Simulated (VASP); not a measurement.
# YRe3 (Pm-3m) in VASP: further runs

YRe3 is run at these levels: PBE; tasks: single point, relaxation of cell and atoms.

Everything below comes from runs of VASP 6.6.1. Logs are shortened: lines on timing, memory, paths and dates and some standing lists are left out, and cuts for length are marked.

## Step 1: The cell of the first run

It takes space group Pm-3m (No. 221, cubic). The conventional cell has a = 4.086 Å, b = 4.086 Å, c = 4.086 Å, α = 90.00°, β = 90.00°, γ = 90.00°. Y (site symmetry m-3m) has 12 Re at 2.89 Å within 3.8 Å. Within 3.8 Å of Re (site symmetry 4/mmm) lie 4 Y at 2.89 Å and 8 Re at 2.89 Å.

## Step 2: Single point, PBE

The input, INCAR:

```
  ALGO = Normal
  EDIFF = 1E-6
  ENCUT = 520
  GGA = PE
  ISIF = 2
  ISMEAR = 0
  LASPH = T
  LCHARG = F
  LREAL = F
  LWAVE = F
  NBANDS = 24
  NELM = 100
  PREC = Accurate
  SIGMA = 0.1
```

The input, KPOINTS:

```
k-points
0
Gamma
  4 4 4
```

The input, POSCAR:

```
YRe3
1.0
    4.0857824598      0.0000000000      0.0000000000
    0.0000000000      4.0857824598      0.0000000000
    0.0000000000      0.0000000000      4.0857824598
Y Re
1 3
Direct
    0.0000000000      0.0000000000      0.0000000000
    0.0000000000      0.5000000000      0.5000000000
    0.5000000000      0.0000000000      0.5000000000
    0.5000000000      0.5000000000      0.0000000000
```

Potentials or basis: VASP PAW PBE potentials, release 64 (Y_sv, Re).

On the command line:

```sh
$ cat potpaw_PBE.64/Y_sv/POTCAR potpaw_PBE.64/Re/POTCAR > POTCAR
$ mpirun -np 1 vasp_std > vasp.out
```

OUTCAR:

```text
EDIFF = 1E-6
   ENCUT = 520
   GGA = PE
   ISIF = 2
   ISMEAR = 0
   LASPH = T
   LREAL = F
   NELM = 100
   PREC = Accurate

 ion  position               nearest neighbor table
   1  0.000  0.000  0.000-   2 2.89   3 2.89   4 2.89   2 2.89   3 2.89   2 2.89   4 2.89   2 2.89
                             3 2.89   4 2.89   3 2.89   4 2.89
   2  0.000  0.500  0.500-   1 2.89   3 2.89   4 2.89   1 2.89   4 2.89   1 2.89   3 2.89   1 2.89
                             3 2.89   4 2.89   4 2.89   3 2.89
   3  0.500  0.000  0.500-   1 2.89   2 2.89   4 2.89   1 2.89   4 2.89   2 2.89   4 2.89   4 2.89
                             1 2.89   2 2.89   1 2.89   2 2.89
   4  0.500  0.500  0.000-   1 2.89   2 2.89   3 2.89   2 2.89   3 2.89   1 2.89   3 2.89   3 2.89
                             1 2.89   2 2.89   2 2.89   1 2.89

  LATTYP: Found a simple cubic cell.
 ALAT       =     4.0857824598

  Lattice vectors:

 A1 = (   4.0857824598,   0.0000000000,   0.0000000000)
 A2 = (   0.0000000000,   4.0857824598,   0.0000000000)
 A3 = (   0.0000000000,   0.0000000000,   4.0857824598)

Analysis of symmetry for initial positions (statically):
=====================================================================
 Subroutine PRICEL returns:
 Original cell was already a primitive cell.

 Routine SETGRP: Setting up the symmetry group for a
 simple cubic supercell.

 Subroutine GETGRP returns: Found 48 space group operations
 (whereof 48 operations were pure point group operations)
 out of a pool of 48 trial point group operations.

The static configuration has the point symmetry O_h .

Analysis of symmetry for dynamics (positions and initial velocities):
=====================================================================
 Subroutine PRICEL returns:
 Original cell was already a primitive cell.

 Routine SETGRP: Setting up the symmetry group for a
 simple cubic supercell.

 Subroutine GETGRP returns: Found 48 space group operations
 (whereof 48 operations were pure point group operations)
 out of a pool of 48 trial point group operations.

The dynamic configuration has the point symmetry O_h .

 Subroutine INISYM returns: Found 48 space group operations
 (whereof 48 operations are pure point group operations),
 and found     1 'primitive' translations

----------------------------------------------------------------------------------------

                                     Primitive cell

  volume of cell :      68.2065

  direct lattice vectors                    reciprocal lattice vectors
     4.085782460  0.000000000  0.000000000     0.244751161  0.000000000  0.000000000
     0.000000000  4.085782460  0.000000000     0.000000000  0.244751161  0.000000000
     0.000000000  0.000000000  4.085782460     0.000000000  0.000000000  0.244751161

  length of vectors
     4.085782460  4.085782460  4.085782460     0.244751161  0.244751161  0.244751161

  position of ions in fractional coordinates (direct lattice)
     0.000000000  0.000000000  0.000000000
     0.000000000  0.500000000  0.500000000
     0.500000000  0.000000000  0.500000000
     0.500000000  0.500000000  0.000000000

  ion indices of the primitive-cell ions
   primitive index   ion index
                 1           1
                 2           2
                 3           3
                 4           4

----------------------------------------------------------------------------------------

 KPOINTS: k-points

Automatic generation of k-mesh.
 Grid dimensions read from file:
 generate k-points for:    4    4    4

 Generating k-lattice:

  Cartesian coordinates                     Fractional coordinates (reciprocal lattice)
     0.061187790  0.000000000  0.000000000     0.250000000  0.000000000  0.000000000
     0.000000000  0.061187790  0.000000000     0.000000000  0.250000000  0.000000000
     0.000000000  0.000000000  0.061187790     0.000000000  0.000000000  0.250000000

  Length of vectors
     0.061187790  0.061187790  0.061187790

  Shift w.r.t. Gamma in fractional coordinates (k-lattice)
     0.000000000  0.000000000  0.000000000

 Subroutine IBZKPT returns following result:
 ===========================================

 Found     10 irreducible k-points:

 Following reciprocal coordinates:
            Coordinates               Weight
  0.000000  0.000000  0.000000      1.000000
  0.250000  0.000000  0.000000      6.000000
  0.500000  0.000000  0.000000      3.000000
  0.250000  0.250000  0.000000     12.000000
  0.500000  0.250000  0.000000     12.000000
  0.500000  0.500000  0.000000      3.000000
  0.250000  0.250000  0.250000      8.000000
  0.500000  0.250000  0.250000     12.000000
  0.500000  0.500000  0.250000      6.000000
  0.500000  0.500000  0.500000      1.000000
   k-points           NKPTS =     10   k-points in BZ     NKDIM =     10   number of bands    NBANDS=     24
   number of dos      NEDOS =    301   number of ions     NIONS =      4
   total plane-waves  NPLWV =  27000
   dimension x,y,z NGX =    30 NGY =   30 NGZ =   30
   dimension x,y,z NGXF=    60 NGYF=   60 NGZF=   60
   ions per type =               1   3
   NGX,Y,Z   is equivalent  to a cutoff of  12.21, 12.21, 12.21 a.u.
   NGXF,Y,Z  is equivalent  to a cutoff of  24.41, 24.41, 24.41 a.u.
 SYSTEM =  unknown system
   PREC   = accura    normal or accurate (medium, high low for compatibility)
   ISTART =      0    job   : 0-new  1-cont  2-samecut
   ICHARG =      2    charge: 1-file 2-atom 10-const
   ISPIN  =      1    spin polarized calculation?
   LNONCOLLINEAR =      F non collinear calculations
   LSORBIT =      F    spin-orbit coupling
   LASPH  =      T    aspherical Exc in radial PAW
   ENCUT  =  520.0 eV  38.22 Ry    6.18 a.u.   7.60  7.60  7.60*2*pi/ulx,y,z
   NELM   =    100;   NELMIN=  2; NELMDL= -5     # of ELM steps
   EDIFF  = 0.1E-05   stopping-criterion for ELM
   LREAL  =      F    real-space projection
   EDIFFG = 0.1E-04   stopping-criterion for IOM
   NSW    =      0    number of steps for IOM
   IBRION =     -1    ionic relax: 0-MD 1-quasi-New 2-CG
   NFREE  =      0    steps in history (QN), initial steepest desc. (CG)
   ISIF   =      2    stress and relaxation
   ISYM   =      2    0-nonsym 1-usesym 2-fastsym
   POTIM  = 0.5000    time-step for ionic-motion
   TEBEG  =    0.0;   TEEND  =   0.0 temperature during run
   PSTRESS=    0.0 pullay stress
   NELECT =      32.0000    total number of electrons
   NUPDOWN=      -1.0000    fix difference up-down
   EMIN   =  10.00;   EMAX   =-10.00  energy-range for DOS
   EFERMI =   0.00;   METHOD = LEGACY
   ISMEAR =     0;   SIGMA  =   0.10  broadening in eV -4-tet -1-fermi 0-gaus
   EFERMI_NEDOS =   21; number of points for ismear=-14 and -15
   IALGO  =     38    algorithm
   IMIX   =      4    mixing-type and parameters
     AMIX     =   0.40;   BMIX     =  1.00
     AMIX_MAG =   1.60;   BMIX_MAG =  1.00
  volume/ion in A,a.u.               =      17.05       115.07
  Fermi-wavevector in a.u.,A,eV,Ry     =   1.272085  2.403893 22.016963  1.618201
  Thomas-Fermi vector in A             =   2.404983
   LORBIT       =      0    0 simple, 1 ext, 2 COOP (PROOUT), +10 PAW based schemes
   GGA     = PE    functional components
   LHFCALC =     F    Hartree Fock is set to
   AEXX    =    0.0000 exact exchange contribution
   IVDW    =     0    specifies the selected vdW correction
   LEPSILON=     F    determine dielectric tensor
   LRPA    =     F    only Hartree local field effects (RPA)
 non-spin polarized calculation
 Gauss-broadening in eV      SIGMA  =   0.10
  energy-cutoff  :      520.00
  volume of cell :       68.21
 maximum number of plane-waves:      1856
   NGX = 15   NGY = 15   NGZ = 15

 number of electron      31.9999998 magnetization

 Free energy of the ion-electron system (eV)
  ---------------------------------------------------
  ext. energy  EPLUGINS =         0.00000000
  ---------------------------------------------------
  free energy    TOTEN  =       -40.78039603 eV

  energy without entropy =      -40.74020708  energy(sigma->0) =      -40.76030155

 E-fermi :   6.3418     XC(G=0): -12.7418

 val. band max:        6.3324356313   @ k =   0.2500   0.2500   0.0000
 cond. band min:       6.3958576340   @ k =   0.5000   0.5000   0.5000
 fundamental gap:      0.0634220027
 Fermi energy:         6.3417609694

 k-point     1 :       0.0000    0.0000    0.0000
  band No.  band energies     occupation
      1     -34.1930      2.00000
      2     -14.4131      2.00000
      3     -14.4131      2.00000
      4     -14.4131      2.00000
      5      -1.8124      2.00000
      6       1.2492      2.00000
[... 16 lines left out ...]
     23      10.2266      0.00000
     24      12.7164      0.00000

 k-point     2 :       0.2500    0.0000    0.0000
  band No.  band energies     occupation
      1     -34.1865      2.00000
      2     -14.5271      2.00000
      3     -14.4332      2.00000
      4     -14.4332      2.00000
      5      -0.9545      2.00000
      6       1.6486      2.00000
[... 16 lines left out ...]
     23      10.8662      0.00000
     24      12.1179      0.00000

 k-point     3 :       0.5000    0.0000    0.0000
  band No.  band energies     occupation
      1     -34.1800      2.00000
      2     -14.6372      2.00000
      3     -14.4531      2.00000
      4     -14.4531      2.00000
      5       0.6020      2.00000
      6       1.5818      2.00000
[... 16 lines left out ...]
     23      10.2331      0.00000
     24      10.9563      0.00000
[... 136 lines left out ...]
 k-point     9 :       0.5000    0.5000    0.2500
  band No.  band energies     occupation
      1     -34.1766      2.00000
      2     -14.5329      2.00000
      3     -14.5329      2.00000
      4     -14.4924      2.00000
      5       1.4033      2.00000
      6       1.4919      2.00000
[... 16 lines left out ...]
     23      10.8031      0.00000
     24      11.4563      0.00000

 k-point    10 :       0.5000    0.5000    0.5000
  band No.  band energies     occupation
      1     -34.1781      2.00000
      2     -14.4971      2.00000
      3     -14.4971      2.00000
      4     -14.4971      2.00000
      5       0.8814      2.00000
      6       0.8814      2.00000
[... 16 lines left out ...]
     23       9.6298      0.00000
     24      11.9082      0.00000

------------------------ aborting loop because EDIFF is reached ----------------------------------------

  FORCE on cell =-STRESS in cart. coord.  units (eV):
  Direction    XX          YY          ZZ          XY          YZ          ZX
  --------------------------------------------------------------------------------------
  -------------------------------------------------------------------------------------
  Total        1.6410240      1.6410240      1.6410240     -0.0000000      0.0000000     -0.0000000
  in kB       38.5478165     38.5478165     38.5478165     -0.0000000      0.0000000     -0.0000000
  external PRESSURE =      38.5478165 kB  Pullay stress =       0.0000000 kB

 VOLUME and BASIS-vectors are now :
 -----------------------------------------------------------------------------
  energy-cutoff  :      520.00
  volume of cell :       68.21
      direct lattice vectors                 reciprocal lattice vectors
     4.085782460  0.000000000  0.000000000     0.244751161  0.000000000  0.000000000
     0.000000000  4.085782460  0.000000000     0.000000000  0.244751161  0.000000000
     0.000000000  0.000000000  4.085782460     0.000000000  0.000000000  0.244751161

 POSITION                                       TOTAL-FORCE (eV/Angst)
 -----------------------------------------------------------------------------------
      0.00000      0.00000      0.00000         0.000000      0.000000      0.000000
      0.00000      2.04289      2.04289         0.000000      0.000000      0.000000
      2.04289      0.00000      2.04289         0.000000      0.000000      0.000000
      2.04289      2.04289      0.00000         0.000000      0.000000      0.000000
 -----------------------------------------------------------------------------------
    total drift:                                0.000000      0.000000     -0.000000

  FREE ENERGIE OF THE ION-ELECTRON SYSTEM (eV)
  ---------------------------------------------------
  free  energy   TOTEN  =       -40.7803960303 eV

  energy  without entropy=      -40.7402070757  energy(sigma->0) =      -40.76030155
```

Wall time 13 s (1 thread of Intel Xeon 6975P-C (Granite Rapids), shared host); peak memory 0.18 GiB.

Results:

* Free energy: -40.7804 eV
* Pressure: 3.9 GPa
* Band gap on the k mesh: zero (bands 16 and 17 overlap by 2.08 eV)

Caveat: the k points lie up to 0.38 Å⁻¹ apart, too coarse for converged energies and pressures of a metal; spin-orbit coupling is left out, which moves the levels of the heavy elements.

## Step 3: Single point, PBE

This run uses another cell than the first one, of 17.43 Å³/atom.

The input, INCAR:

```
SYSTEM = YRe3
PREC = Accurate
ENCUT = 520
EDIFF = 1E-6
ISMEAR = 0
SIGMA = 0.1
LREAL = .False.
LASPH = .True.
NELM = 60
ALGO = Fast
ISIF = 2
LWAVE = .False.
LCHARG = .False.
GGA = PE
NBANDS = 24
```

The input, KPOINTS:

```
Automatic mesh
0
Gamma
  4 4 4
  0 0 0
```

The input, POSCAR:

```
YRe3
1.0
    4.1156055916      0.0000000000      0.0000000000
    0.0000000000      4.1156055916      0.0000000000
    0.0000000000      0.0000000000      4.1156055916
Y Re
1 3
Direct
    0.0000000000      0.0000000000      0.0000000000
    0.0000000000      0.5000000000      0.5000000000
    0.5000000000      0.0000000000      0.5000000000
    0.5000000000      0.5000000000      0.0000000000
```

Potentials or basis: VASP PAW PBE potentials, release 64 (Y_sv, Re).

On the command line:

```sh
$ cat potpaw_PBE.64/Y_sv/POTCAR potpaw_PBE.64/Re/POTCAR > POTCAR
$ mpirun -np 1 vasp_std > vasp.out
```

OUTCAR:

```text
SYSTEM = YRe3
   PREC = Accurate
   ENCUT = 520
   EDIFF = 1E-6
   ISMEAR = 0
   LREAL = .False.
   LASPH = .True.
   NELM = 60
   ISIF = 2
   GGA = PE

 ion  position               nearest neighbor table
   1  0.000  0.000  0.000-   2 2.91   3 2.91   4 2.91   2 2.91   3 2.91   2 2.91   4 2.91   2 2.91
                             3 2.91   4 2.91   3 2.91   4 2.91
   2  0.000  0.500  0.500-   1 2.91   3 2.91   4 2.91   1 2.91   4 2.91   1 2.91   3 2.91   1 2.91
                             3 2.91   4 2.91   4 2.91   3 2.91
   3  0.500  0.000  0.500-   1 2.91   2 2.91   4 2.91   1 2.91   4 2.91   2 2.91   4 2.91   4 2.91
                             1 2.91   2 2.91   1 2.91   2 2.91
   4  0.500  0.500  0.000-   1 2.91   2 2.91   3 2.91   2 2.91   3 2.91   1 2.91   3 2.91   3 2.91
[... 458 lines left out ...]
  -------------------------------------------------------------------------------------
  Total       -0.3357274     -0.3357274     -0.3357274     -0.0000000     -0.0000000      0.0000000
  in kB       -7.7160698     -7.7160698     -7.7160698     -0.0000000     -0.0000000      0.0000000
  external PRESSURE =      -7.7160698 kB  Pullay stress =       0.0000000 kB

 VOLUME and BASIS-vectors are now :
 -----------------------------------------------------------------------------
  energy-cutoff  :      520.00
  volume of cell :       69.71
      direct lattice vectors                 reciprocal lattice vectors
     4.115605592  0.000000000  0.000000000     0.242977607  0.000000000  0.000000000
     0.000000000  4.115605592  0.000000000     0.000000000  0.242977607  0.000000000
     0.000000000  0.000000000  4.115605592     0.000000000  0.000000000  0.242977607

 POSITION                                       TOTAL-FORCE (eV/Angst)
 -----------------------------------------------------------------------------------
      0.00000      0.00000      0.00000         0.000000      0.000000      0.000000
      0.00000      2.05780      2.05780         0.000000      0.000000      0.000000
      2.05780      0.00000      2.05780         0.000000      0.000000      0.000000
      2.05780      2.05780      0.00000         0.000000      0.000000      0.000000
 -----------------------------------------------------------------------------------
    total drift:                                0.000000     -0.000000     -0.000000

  FREE ENERGIE OF THE ION-ELECTRON SYSTEM (eV)
  ---------------------------------------------------
  free  energy   TOTEN  =       -40.7951555612 eV

  energy  without entropy=      -40.7544932440  energy(sigma->0) =      -40.77482440
```

Wall time 26 s (1 thread of Intel Xeon 6975P-C (Granite Rapids), shared host); peak memory 0.19 GiB.

Results:

* Free energy: -40.7952 eV
* Pressure: -0.8 GPa
* Band gap on the k mesh: zero (bands 16 and 17 overlap by 2.00 eV)

Levels at points of the mesh, in eV from the Fermi level:
```
           k point  band 14  band 15  band 16  band 17  band 18  band 19
(0.00, 0.00, 0.00)    -0.60     1.70     1.70     3.13     3.35     3.35
(0.50, 0.00, 0.00)    -1.82    -0.67    -0.34     0.22     0.59     0.59
(0.50, 0.50, 0.00)    -1.61    -1.60    -0.43    -0.13    -0.04    -0.04
(0.50, 0.50, 0.50)    -0.78     0.00     0.00     0.05     1.69     1.69
```

Caveat: the k points lie up to 0.38 Å⁻¹ apart, too coarse for converged energies and pressures of a metal; spin-orbit coupling is left out, which moves the levels of the heavy elements.

## Step 4: Relaxation of cell and atoms, PBE

The input, INCAR:

```
ALGO = Normal ; EDIFF = 1E-6
EDIFFG = -0.04 ; ENCUT = 600
GGA = PE ; IBRION = 2
ISIF = 3 ; ISMEAR = 0
LASPH = T ; LCHARG = F
LREAL = F ; LWAVE = F
NELM = 80 ; NSW = 90
PREC = Accurate ; SIGMA = 0.1
```

The input, KPOINTS:

```
k-points
0
Gamma
  4 4 4
```

The input, POSCAR:

```
YRe3
1.0
    4.0857824598      0.0000000000      0.0000000000
    0.0000000000      4.0857824598      0.0000000000
    0.0000000000      0.0000000000      4.0857824598
Y Re
1 3
Direct
    0.0000000000      0.0000000000      0.0000000000
    0.0000000000      0.5000000000      0.5000000000
    0.5000000000      0.0000000000      0.5000000000
    0.5000000000      0.5000000000      0.0000000000
```

On the command line:

```sh
$ cat potpaw_PBE.64/Y_sv/POTCAR potpaw_PBE.64/Re/POTCAR > POTCAR
$ mpirun -np 1 vasp_std > vasp.out
```

Wall time 42 s (1 thread of Intel Xeon 6975P-C (Granite Rapids), shared host); peak memory 0.23 GiB.

Results (log left out):

```
Free energy                           : -40.7978 eV
Relaxed volume                        : 17.37 Å³/atom
Relaxed cell                          : a = 4.111 Å, b = 4.111 Å, c = 4.111 Å, α = 90.00°, β = 90.00°, γ = 90.00°
Space group after relaxing (to 0.1 Å) : Pm-3m (No. 221)
Energy gained by relaxing             : 3.8 meV/atom
Ionic steps                           : 3
Pressure after relaxing               : -0.1 GPa
Band gap on the k mesh                : zero (bands 16 and 17 overlap by 2.02 eV)
```

The path:
```csv
step,energy change (eV),largest force (eV/Å),pressure (GPa),volume (Å³)
1,0.0000,0.0000,3.92,68.21
2,0.0606,0.0000,-7.92,72.41
3,-0.0150,0.0000,-0.06,69.47
```

Final structure:
```
Y Re
1.0
     4.11094    0.00000    0.00000
     0.00000    4.11094    0.00000
     0.00000    0.00000    4.11094
Y Re
1 3
Direct
  0.00000 0.00000 0.00000
  0.00000 0.50000 0.50000
  0.50000 0.00000 0.50000
  0.50000 0.50000 0.00000
```

Levels at points of the mesh, in eV from the Fermi level:
```tsv
k point	band 14	band 15	band 16	band 17	band 18	band 19
(0.00, 0.00, 0.00)	-0.61	1.70	1.70	3.15	3.37	3.37
(0.50, 0.00, 0.00)	-1.83	-0.68	-0.34	0.22	0.59	0.59
(0.50, 0.50, 0.00)	-1.61	-1.61	-0.43	-0.14	-0.04	-0.04
(0.50, 0.50, 0.50)	-0.79	0.00	0.00	0.05	1.70	1.70
```

Caveat: the k points lie up to 0.38 Å⁻¹ apart in the final cell, too coarse for converged energies and pressures of a metal; spin-orbit coupling is left out, which moves the levels of the heavy elements.

(Part 1 of 2 ends here.)
